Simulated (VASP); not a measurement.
# Ti4O in VASP: further runs, part 2 of 2

VASP 6.6.1.

### 4 Single point, PBE

File INCAR:

```
  ALGO = Normal
  DIPOL = 0.5 0.5 0.349
  EDIFF = 1E-6
  ENCUT = 520
  GGA = PE
  IDIPOL = 3
  ISIF = 2
  ISMEAR = 0
  LASPH = True
  LCHARG = True
  LDIPOL = True
  LELF = True
  LREAL = False
  LVACPOTAV = True
  LVHAR = True
  LWAVE = False
  NBANDS = 35
  NELM = 60
  PREC = Accurate
  SIGMA = 0.1
```

File KPOINTS:

```
k-points
0
Gamma
  8 8 1
```

File POSCAR:

```
Ti4O
1.0
    3.2553359278      0.0000000000      0.0000000000
    0.0000000000      3.2553359278      0.0000000000
    0.0000000000      0.0000000000     20.1793674396
Ti O
4 1
Direct
    0.5000000000      0.5000000000      0.1982222690
    0.0000000000      0.0000000000      0.2788822782
    0.5000000000      0.5000000000      0.3551865237
    0.0000000000      0.0000000000      0.4301109767
    0.1250000000      0.3750000000      0.4824012000
```

Potentials or basis: VASP PAW PBE potentials, release 64 (Ti_sv, O).

Run with:

```
> cat potpaw_PBE.64/Ti_sv/POTCAR potpaw_PBE.64/O/POTCAR > POTCAR
> mpirun -np 1 vasp_std > vasp.out
```

OUTCAR:

```text
EDIFF = 1E-6
   ENCUT = 520
   GGA = PE
   ISIF = 2
   ISMEAR = 0
   LASPH = True
   LREAL = False
   NELM = 60
   PREC = Accurate

 ion  position               nearest neighbor table
   1  0.500  0.500  0.198-   2 2.82   2 2.82   2 2.82   2 2.82
   2  0.000  0.000  0.279-   3 2.77   3 2.77   3 2.77   3 2.77   1 2.82   1 2.82   1 2.82   1 2.82

   3  0.500  0.500  0.355-   4 2.75   4 2.75   4 2.75   4 2.75   2 2.77   2 2.77   2 2.77   2 2.77

   4  0.000  0.000  0.430-   5 1.66   5 2.33   3 2.75   3 2.75   3 2.75   3 2.75
   5  0.125  0.375  0.482-   4 1.66   4 2.33

  LATTYP: Found a simple tetragonal cell.
 ALAT       =     3.2553359278
 C/A-ratio  =     6.1988587007

  Lattice vectors:

 A1 = (   3.2553359278,   0.0000000000,   0.0000000000)
 A2 = (   0.0000000000,   3.2553359278,   0.0000000000)
 A3 = (   0.0000000000,   0.0000000000,  20.1793674396)

Analysis of symmetry for initial positions (statically):
=====================================================================
 Subroutine PRICEL returns:
 Original cell was already a primitive cell.

 Routine SETGRP: Setting up the symmetry group for a
[... 182 lines left out ...]
 fundamental gap:      0.0183554175
 Fermi energy:        -0.0640412497

 k-point     1 :       0.0000    0.0000    0.0000
  band No.  band energies     occupation
      1     -57.1124      2.00000
      2     -57.0572      2.00000
      3     -56.4410      2.00000
      4     -56.3019      2.00000
      5     -33.6933      2.00000
      6     -33.4658      2.00000
[... 901 lines left out ...]
     34       2.0854      0.00000
     35       2.4132      0.00000

 [... further k-points ...]

------------------------ aborting loop because EDIFF is reached ----------------------------------------

  FORCE on cell =-STRESS in cart. coord.  units (eV):
  Direction    XX          YY          ZZ          XY          YZ          ZX
  --------------------------------------------------------------------------------------
  -------------------------------------------------------------------------------------
  Total        0.5066836     -0.0455721      0.9346587      1.0564339      3.7863774      1.1467264
  in kB        3.7961929     -0.3414372      7.0026832      7.9150511     28.3684306      8.5915438
  external PRESSURE =       3.4858130 kB  Pullay stress =       0.0000000 kB

 VOLUME and BASIS-vectors are now :
 -----------------------------------------------------------------------------
  energy-cutoff  :      520.00
  volume of cell :      213.85
      direct lattice vectors                 reciprocal lattice vectors
     3.255335928  0.000000000  0.000000000     0.307187959  0.000000000  0.000000000
     0.000000000  3.255335928  0.000000000     0.000000000  0.307187959  0.000000000
     0.000000000  0.000000000 20.179367440     0.000000000  0.000000000  0.049555567

 POSITION                                       TOTAL-FORCE (eV/Angst)
 -----------------------------------------------------------------------------------
      1.62767      1.62767      4.00000        -0.047169     -0.063349      0.520743
      0.00000      0.00000      5.62767         0.054908      0.206636     -0.492247
      1.62767      1.62767      7.16744        -0.365215     -0.287117     -1.166697
      0.00000      0.00000      8.67937        -0.156023     -3.350817      1.001527
      0.40692      1.22075      9.73455         0.513499      3.494648      0.136673
 -----------------------------------------------------------------------------------
    total drift:                                0.000016      0.000078     -0.000189

  FREE ENERGIE OF THE ION-ELECTRON SYSTEM (eV)
  ---------------------------------------------------
  free  energy   TOTEN  =       -37.4929811582 eV

  energy  without entropy=      -37.4492922530  energy(sigma->0) =      -37.47113671

 vacuum level on the upper side and lower side of the slab         5.728         3.196
```

OSZICAR:

```text
N       E                     dE             d eps       ncg     rms          rms(c)
DAV:   1     0.678256621415E+03    0.67826E+03   -0.29257E+04  2716   0.154E+03
DAV:   2     0.609756479676E+02   -0.61728E+03   -0.60482E+03  2532   0.485E+02
DAV:   3    -0.313256751704E+02   -0.92301E+02   -0.90797E+02  3919   0.162E+02
[... 22 lines left out ...]
DAV:  26    -0.374929651293E+02   -0.29027E-04   -0.30504E-06  2136   0.105E-02    0.527E-03
DAV:  27    -0.374929734953E+02   -0.83661E-05   -0.11734E-06  1736   0.647E-03    0.286E-03
DAV:  28    -0.374929772130E+02   -0.37177E-05   -0.33507E-07  1640   0.300E-03    0.184E-03
DAV:  29    -0.374929803513E+02   -0.31383E-05   -0.63100E-07  1781   0.416E-03    0.957E-04
DAV:  30    -0.374929811582E+02   -0.80685E-06   -0.15606E-07  1598   0.261E-03
   1 F= -.37492981E+02 E0= -.37471137E+02  d E =-.436889E-01
```

Wall time 7.7 min (1 thread of Intel Xeon 8259CL, shared host); peak memory 0.37 GiB.

Results:

```yaml
Free_energy: -37.4930 eV
Largest_force: 3.535 eV/Å
Band_gap_on_the_k_mesh: zero (bands 27 and 28 overlap by 0.59 eV)
```

Forces on the atoms (eV/Å):
```
Ti  -0.047 -0.063  0.521
Ti   0.055  0.207 -0.492
Ti  -0.365 -0.287 -1.167
Ti  -0.156 -3.351  1.002
O    0.513  3.495  0.137
```

### 5 The runs side by side

| cell | gap on the mesh (eV) | largest force (eV/Å) |
| --- | --- | --- |
| as given, atomic positions A | none | 1.88 |
| as given, atomic positions B | none | 3.81 |
| as given, atomic positions C | none | 3.53 |

Alike in all rows: task single point; level PBE; potentials or basis VASP PAW PBE potentials, release 64 (Ti_sv, O); no spin polarisation; k mesh 8 × 8 × 1; cutoff (eV) 520; smearing gaussian 0.1 eV.

Total energies depend on the potentials used, so only differences within one code and one set of settings carry meaning.
